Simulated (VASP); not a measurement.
A run of VASP 6.6.1:

Contents of INCAR:

```
ALGO = Normal ; EDIFF = 1E-6
EDIFFG = -0.001 ; ENCUT = 600
GGA = CA ; IBRION = 2
ISIF = 3 ; ISMEAR = -1
LASPH = True ; LCHARG = False
LREAL = False ; LWAVE = False
NELM = 80 ; NSW = 100
PREC = Accurate ; SIGMA = 0.05
```

Contents of KPOINTS:

```
k-points
0
Gamma
  14 14 12
```

File POSCAR:

```
HgPd
1.0
    3.0260000000      0.0000000000      0.0000000000
    0.0000000000      3.0260000000      0.0000000000
    0.0000000000      0.0000000000      3.7020000000
Hg Pd
1 1
Direct
    0.0000000000      0.0000000000      0.0000000000
    0.5000000000      0.5000000000      0.5000000000
```

Potentials or basis: VASP PAW LDA potentials, release 64 (Hg, Pd).

The run is started by

```bash
$ cat potpaw_LDA.64/Hg/POTCAR potpaw_LDA.64/Pd/POTCAR > POTCAR
$ mpirun -np 1 vasp_std > vasp.out
```

Hardware: 1 thread of AMD EPYC 7571, with other jobs on the host.

Estimate the wall time of this run.

Wall time 18 min on 1 thread of AMD EPYC 7571 (shared host), peak memory 0.26 GiB. Counts: scf iterations 78, k points 252, ion steps 13.
